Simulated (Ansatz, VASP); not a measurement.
**Two plane-wave programs on Pb**

```xyz
1
Lattice="-1.9797 1.9797 1.9797 1.9797 -1.9797 1.9797 1.9797 1.9797 -1.9797" Properties=species:S:1:pos:R:3 pbc="T T T"
Pb    0.0000    0.0000    0.0000
```

Alike in both runs: functional r2SCAN0; k mesh 6 × 6 × 6; occupations methfessel-paxton of order 1, width 0.025 eV; no spin polarisation.

|  | VASP | Ansatz |
| --- | --- | --- |
| version | VASP 6.6.1 | Ansatz 0.2.0 |
| potentials or method | VASP PAW PBE potentials, release 64 (Pb_d) | SPMS NC |
| plane-wave cutoff (eV) | 520 | 381 |
| valence electrons in the cell | 14 | 14 |
| task | single point | electron localisation function |

Ansatz gave:

```
gap on the k mesh at the Fermi level (eV) : none
pressure (GPa)                            : -4.0
```

Problem. Estimate VASP's values.

Solution. gap on the k mesh at the Fermi level (eV): none; pressure (GPa): -1.5.

VASP's potentials were made for PBE, not for r2SCAN0. A gap of «none» marks a metal or a gap that the smearing closes. The functional is the same, so the differences come from potentials, cutoffs and numerics.

The k mesh is coarse, so the values compare programs but aren't converged. Neither program's run includes spin-orbit coupling. Noted on Ansatz's run: the meta-GGA runs on potentials made for a GGA.
